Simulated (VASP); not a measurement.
# CsPbBr3 (Pm-3m) in VASP: single point with PBE

Aim: the single point of CsPbBr3 with PBE.

Program: VASP 6.6.1. These are calculated values, not measurements. Logs are shortened: lines on timing, memory, paths and dates and some standing lists are left out, and cuts for length are marked.

## (1) The cell of the first run

Symmetry: Pm-3m, No. 221, cubic system. Conventional cell: a = 5.870 Å, b = 5.870 Å, c = 5.870 Å, α = 90.00°, β = 90.00°, γ = 90.00°. Cs (site symmetry m-3m) has 12 Br at 4.15 Å and 8 Pb at 5.08 Å within 5.4 Å. Within 3.9 Å of Pb (site symmetry m-3m) lie 6 Br at 2.94 Å. Within 3.9 Å of Br (site symmetry 4/mmm) lie 2 Pb at 2.94 Å.

## (2) Single point, PBE

File INCAR:

```
SYSTEM = CsPbBr3
PREC = Accurate ; ENCUT = 520
EDIFF = 1E-7 ; ISMEAR = 0
SIGMA = 0.05 ; LREAL = .False.
LASPH = .True. ; NELM = 80
ALGO = Normal ; ISIF = 2
LWAVE = .False. ; LCHARG = .False.
GGA = PE ; NBANDS = 30
```

File KPOINTS:

```
Automatic mesh
0
Gamma
  6 6 6
  0 0 0
```

File POSCAR:

```
CsPbBr3
1.0
    5.8700000000      0.0000000000      0.0000000000
    0.0000000000      5.8700000000      0.0000000000
    0.0000000000      0.0000000000      5.8700000000
Cs Pb Br
1 1 3
Direct
    0.0000000000      0.0000000000      0.0000000000
    0.5000000000      0.5000000000      0.5000000000
    0.0000000000      0.5000000000      0.5000000000
    0.5000000000      0.0000000000      0.5000000000
    0.5000000000      0.5000000000      0.0000000000
```

Potentials or basis: VASP PAW PBE potentials, release 64 (Cs_sv, Pb_d, Br).

Run with:

```
cat potpaw_PBE.64/Cs_sv/POTCAR potpaw_PBE.64/Pb_d/POTCAR potpaw_PBE.64/Br/POTCAR > POTCAR
mpirun -np 1 vasp_std > vasp.out
```

OUTCAR:

```text
SYSTEM = CsPbBr3
   PREC = Accurate
   ENCUT = 520
   EDIFF = 1E-7
   ISMEAR = 0
   LREAL = .False.
   LASPH = .True.
   NELM = 80
   ISIF = 2
   GGA = PE

 ion  position               nearest neighbor table
   1  0.000  0.000  0.000-
   2  0.500  0.500  0.500-   3 2.94   4 2.94   5 2.94   5 2.94   4 2.94   3 2.94
   3  0.000  0.500  0.500-   2 2.94   2 2.94
   4  0.500  0.000  0.500-   2 2.94   2 2.94
   5  0.500  0.500  0.000-   2 2.94   2 2.94

  LATTYP: Found a simple cubic cell.
 ALAT       =     5.8700000000

  Lattice vectors:

 A1 = (   5.8700000000,   0.0000000000,   0.0000000000)
 A2 = (   0.0000000000,   5.8700000000,   0.0000000000)
 A3 = (   0.0000000000,   0.0000000000,   5.8700000000)

Analysis of symmetry for initial positions (statically):
=====================================================================
 Subroutine PRICEL returns:
 Original cell was already a primitive cell.

 Routine SETGRP: Setting up the symmetry group for a
 simple cubic supercell.

 Subroutine GETGRP returns: Found 48 space group operations
 (whereof 48 operations were pure point group operations)
 out of a pool of 48 trial point group operations.

The static configuration has the point symmetry O_h .

Analysis of symmetry for dynamics (positions and initial velocities):
=====================================================================
 Subroutine PRICEL returns:
 Original cell was already a primitive cell.

 Routine SETGRP: Setting up the symmetry group for a
 simple cubic supercell.

 Subroutine GETGRP returns: Found 48 space group operations
 (whereof 48 operations were pure point group operations)
 out of a pool of 48 trial point group operations.

The dynamic configuration has the point symmetry O_h .

 Subroutine INISYM returns: Found 48 space group operations
 (whereof 48 operations are pure point group operations),
 and found     1 'primitive' translations

----------------------------------------------------------------------------------------

                                     Primitive cell

  volume of cell :     202.2620

  direct lattice vectors                    reciprocal lattice vectors
     5.870000000  0.000000000  0.000000000     0.170357751  0.000000000  0.000000000
     0.000000000  5.870000000  0.000000000     0.000000000  0.170357751  0.000000000
     0.000000000  0.000000000  5.870000000     0.000000000  0.000000000  0.170357751

  length of vectors
     5.870000000  5.870000000  5.870000000     0.170357751  0.170357751  0.170357751

  position of ions in fractional coordinates (direct lattice)
     0.000000000  0.000000000  0.000000000
     0.500000000  0.500000000  0.500000000
     0.000000000  0.500000000  0.500000000
     0.500000000  0.000000000  0.500000000
     0.500000000  0.500000000  0.000000000

  ion indices of the primitive-cell ions
   primitive index   ion index
                 1           1
                 2           2
                 3           3
                 4           4
                 5           5

----------------------------------------------------------------------------------------

 KPOINTS: Automatic mesh

Automatic generation of k-mesh.
 Grid dimensions read from file:
 generate k-points for:    6    6    6

 Generating k-lattice:

  Cartesian coordinates                     Fractional coordinates (reciprocal lattice)
     0.028392959  0.000000000  0.000000000     0.166666667  0.000000000  0.000000000
     0.000000000  0.028392959  0.000000000     0.000000000  0.166666667  0.000000000
     0.000000000  0.000000000  0.028392959     0.000000000  0.000000000  0.166666667

  Length of vectors
     0.028392959  0.028392959  0.028392959

  Shift w.r.t. Gamma in fractional coordinates (k-lattice)
     0.000000000  0.000000000  0.000000000

 Subroutine IBZKPT returns following result:
 ===========================================

 Found     20 irreducible k-points:

 Following reciprocal coordinates:
            Coordinates               Weight
  0.000000  0.000000  0.000000      1.000000
  0.166667  0.000000  0.000000      6.000000
  0.333333  0.000000  0.000000      6.000000
  0.500000  0.000000  0.000000      3.000000
  0.166667  0.166667  0.000000     12.000000
  0.333333  0.166667  0.000000     24.000000
[... 12 lines left out ...]
  0.500000  0.500000  0.333333      6.000000
  0.500000  0.500000  0.500000      1.000000
   k-points           NKPTS =     20   k-points in BZ     NKDIM =     20   number of bands    NBANDS=     30
   number of dos      NEDOS =    301   number of ions     NIONS =      5
   total plane-waves  NPLWV = 110592
   dimension x,y,z NGX =    48 NGY =   48 NGZ =   48
   dimension x,y,z NGXF=    96 NGYF=   96 NGZF=   96
   ions per type =               1   1   3
   NGX,Y,Z   is equivalent  to a cutoff of  13.59, 13.59, 13.59 a.u.
   NGXF,Y,Z  is equivalent  to a cutoff of  27.19, 27.19, 27.19 a.u.
 SYSTEM =  CsPbBr3
   PREC   = accura    normal or accurate (medium, high low for compatibility)
   ISTART =      0    job   : 0-new  1-cont  2-samecut
   ICHARG =      2    charge: 1-file 2-atom 10-const
   ISPIN  =      1    spin polarized calculation?
   LNONCOLLINEAR =      F non collinear calculations
   LSORBIT =      F    spin-orbit coupling
   LASPH  =      T    aspherical Exc in radial PAW
   ENCUT  =  520.0 eV  38.22 Ry    6.18 a.u.  10.91 10.91 10.91*2*pi/ulx,y,z
   NELM   =     80;   NELMIN=  2; NELMDL= -5     # of ELM steps
   EDIFF  = 0.1E-06   stopping-criterion for ELM
   LREAL  =      F    real-space projection
   EDIFFG = 0.1E-05   stopping-criterion for IOM
   NSW    =      0    number of steps for IOM
   IBRION =     -1    ionic relax: 0-MD 1-quasi-New 2-CG
   NFREE  =      0    steps in history (QN), initial steepest desc. (CG)
   ISIF   =      2    stress and relaxation
   ISYM   =      2    0-nonsym 1-usesym 2-fastsym
   POTIM  = 0.5000    time-step for ionic-motion
   TEBEG  =    0.0;   TEEND  =   0.0 temperature during run
   PSTRESS=    0.0 pullay stress
   NELECT =      44.0000    total number of electrons
   NUPDOWN=      -1.0000    fix difference up-down
   EMIN   =  10.00;   EMAX   =-10.00  energy-range for DOS
   EFERMI =   0.00;   METHOD = LEGACY
   ISMEAR =     0;   SIGMA  =   0.05  broadening in eV -4-tet -1-fermi 0-gaus
   EFERMI_NEDOS =   21; number of points for ismear=-14 and -15
   IALGO  =     38    algorithm
   IMIX   =      4    mixing-type and parameters
     AMIX     =   0.40;   BMIX     =  1.00
     AMIX_MAG =   1.60;   BMIX_MAG =  1.00
  volume/ion in A,a.u.               =      40.45       272.99
  Fermi-wavevector in a.u.,A,eV,Ry     =   0.984587  1.860600 13.189657  0.969412
  Thomas-Fermi vector in A             =   2.115831
   LORBIT       =      0    0 simple, 1 ext, 2 COOP (PROOUT), +10 PAW based schemes
   GGA     = PE    functional components
   LHFCALC =     F    Hartree Fock is set to
   AEXX    =    0.0000 exact exchange contribution
   IVDW    =     0    specifies the selected vdW correction
   LEPSILON=     F    determine dielectric tensor
   LRPA    =     F    only Hartree local field effects (RPA)
 non-spin polarized calculation
 Gauss-broadening in eV      SIGMA  =   0.05
  energy-cutoff  :      520.00
  volume of cell :      202.26
 maximum number of plane-waves:      5520
 NGX is ok and might be reduce to    48
   NGX = 21   NGY = 21   NGZ = 21

 number of electron      44.0000000 magnetization

 Free energy of the ion-electron system (eV)
  ---------------------------------------------------
  ext. energy  EPLUGINS =         0.00000000
  ---------------------------------------------------
  free energy    TOTEN  =       -15.83607073 eV

  energy without entropy =      -15.83607073  energy(sigma->0) =      -15.83607073

 E-fermi :   1.6173     XC(G=0):  -7.6402

 val. band max:        1.3252504580   @ k =   0.5000   0.5000   0.5000
 cond. band min:       2.8589637248   @ k =   0.5000   0.5000   0.5000
 fundamental gap:      1.5337132668
 Fermi energy:         1.6173129517

 k-point     1 :       0.0000    0.0000    0.0000
  band No.  band energies     occupation
      1     -20.1760      2.00000
      2     -15.5623      2.00000
      3     -15.5623      2.00000
      4     -15.3989      2.00000
      5     -15.3989      2.00000
      6     -15.3989      2.00000
[... 22 lines left out ...]
     29       7.3370      0.00000
     30       7.3370      0.00000

 k-point     2 :       0.1667    0.0000    0.0000
  band No.  band energies     occupation
      1     -20.1757      2.00000
      2     -15.5622      2.00000
      3     -15.5464      2.00000
      4     -15.3991      2.00000
      5     -15.3991      2.00000
      6     -15.3989      2.00000
[... 22 lines left out ...]
     29       6.4577      0.00000
     30       7.2796      0.00000

 k-point     3 :       0.3333    0.0000    0.0000
  band No.  band energies     occupation
      1     -20.1752      2.00000
      2     -15.5622      2.00000
      3     -15.5141      2.00000
      4     -15.3996      2.00000
      5     -15.3996      2.00000
      6     -15.3989      2.00000
[... 22 lines left out ...]
     29       6.5786      0.00000
     30       7.4185      0.00000

 k-point     4 :       0.5000    0.0000    0.0000
  band No.  band energies     occupation
      1     -20.1749      2.00000
      2     -15.5621      2.00000
      3     -15.4977      2.00000
      4     -15.3999      2.00000
      5     -15.3999      2.00000
      6     -15.3988      2.00000
[... 484 lines left out ...]
     29       6.7694      0.00000
     30       7.2952      0.00000

 k-point    19 :       0.5000    0.5000    0.3333
  band No.  band energies     occupation
      1     -20.1734      2.00000
      2     -15.4774      2.00000
      3     -15.4585      2.00000
      4     -15.4009      2.00000
      5     -15.4007      2.00000
      6     -15.4007      2.00000
[... 22 lines left out ...]
     29       6.6043      0.00000
     30       7.4456      0.00000

 k-point    20 :       0.5000    0.5000    0.5000
  band No.  band energies     occupation
      1     -20.1732      2.00000
      2     -15.4586      2.00000
      3     -15.4586      2.00000
      4     -15.4009      2.00000
      5     -15.4009      2.00000
      6     -15.4009      2.00000
[... 22 lines left out ...]
     29       6.4845      0.00000
     30       7.6803      0.00000

------------------------ aborting loop because EDIFF is reached ----------------------------------------

  FORCE on cell =-STRESS in cart. coord.  units (eV):
  Direction    XX          YY          ZZ          XY          YZ          ZX
  --------------------------------------------------------------------------------------
  -------------------------------------------------------------------------------------
  Total        1.8295538      1.8295538      1.8295538     -0.0000000     -0.0000000      0.0000000
  in kB       14.4924384     14.4924384     14.4924384     -0.0000000     -0.0000000      0.0000000
  external PRESSURE =      14.4924384 kB  Pullay stress =       0.0000000 kB

 VOLUME and BASIS-vectors are now :
 -----------------------------------------------------------------------------
  energy-cutoff  :      520.00
  volume of cell :      202.26
      direct lattice vectors                 reciprocal lattice vectors
     5.870000000  0.000000000  0.000000000     0.170357751  0.000000000  0.000000000
     0.000000000  5.870000000  0.000000000     0.000000000  0.170357751  0.000000000
     0.000000000  0.000000000  5.870000000     0.000000000  0.000000000  0.170357751

 POSITION                                       TOTAL-FORCE (eV/Angst)
 -----------------------------------------------------------------------------------
      0.00000      0.00000      0.00000         0.000000      0.000000      0.000000
      2.93500      2.93500      2.93500         0.000000      0.000000      0.000000
      0.00000      2.93500      2.93500         0.000000      0.000000      0.000000
      2.93500      0.00000      2.93500         0.000000      0.000000      0.000000
      2.93500      2.93500      0.00000         0.000000      0.000000      0.000000
 -----------------------------------------------------------------------------------
    total drift:                                0.000000     -0.000000     -0.000000

  FREE ENERGIE OF THE ION-ELECTRON SYSTEM (eV)
  ---------------------------------------------------
  free  energy   TOTEN  =       -15.8360707253 eV

  energy  without entropy=      -15.8360707253  energy(sigma->0) =      -15.83607073
```

Run time: 1.8 min. Hardware: 1 thread of AMD EPYC 7R13 (Zen 3), shared host; peak memory 0.35 GiB.

Results:

| Property | Result |
| --- | --- |
| Free energy | -15.8361 eV |
| Pressure | 1.4 GPa |
| Band gap on the k mesh | 1.53 eV |

Caveat: spin-orbit coupling is left out, which moves the levels of the heavy elements. A k mesh can miss the band edges.
